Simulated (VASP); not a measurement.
Set up this calculation in VASP 6.6.1, as the native input.

```yaml
Task: single point
Functional: PBE
Potentials_or_basis: VASP PAW PBE potentials, release 64 (Al)
Cutoff: 500 eV
k_mesh: 14 × 14 × 14
Occupations: fermi-dirac, width 0.0612256 eV
Spin: no spin polarisation
Dipole_correction: no
Further_INCAR_settings: ALGO = Normal; EDIFF = 1e-06; NBANDS = 8
```

The structure of Al lies in POSCAR:

```
Al
1.0
    2.7755121940      0.0000000000      0.0000000000
    0.0000000000      2.7755121940      0.0000000000
    0.0000000000      0.0000000000      2.7755121940
Al
1
Direct
    0.0000000000      0.0000000000      0.0000000000
```

The input as run:

INCAR

```
ALGO = Normal
EDIFF = 1E-6
ENCUT = 500
GGA = PE
GGA_COMPAT = False
ISIF = 2
ISMEAR = -1
LASPH = True
LCHARG = True
LELF = True
LREAL = False
LVHAR = True
LWAVE = False
NBANDS = 8
NELM = 120
PREC = Accurate
SIGMA = 0.06122561905347299
```

KPOINTS

```
k-points
0
Gamma
  14 14 14
```

Potentials or basis: VASP PAW PBE potentials, release 64 (Al).

Command:

```bash
$ cat potpaw_PBE.64/Al/POTCAR > POTCAR
$ mpirun -np 1 vasp_std > vasp.out
```

It gave:

| Quantity | Value |
| --- | --- |
| Pressure | -2.8 GPa |

It took 7.6 s on 1 thread of Intel(R) Xeon(R) Platinum 8259CL CPU @ 2.50GHz (Skylake/Cascade Lake) (shared host), peak memory 0.13 GiB.
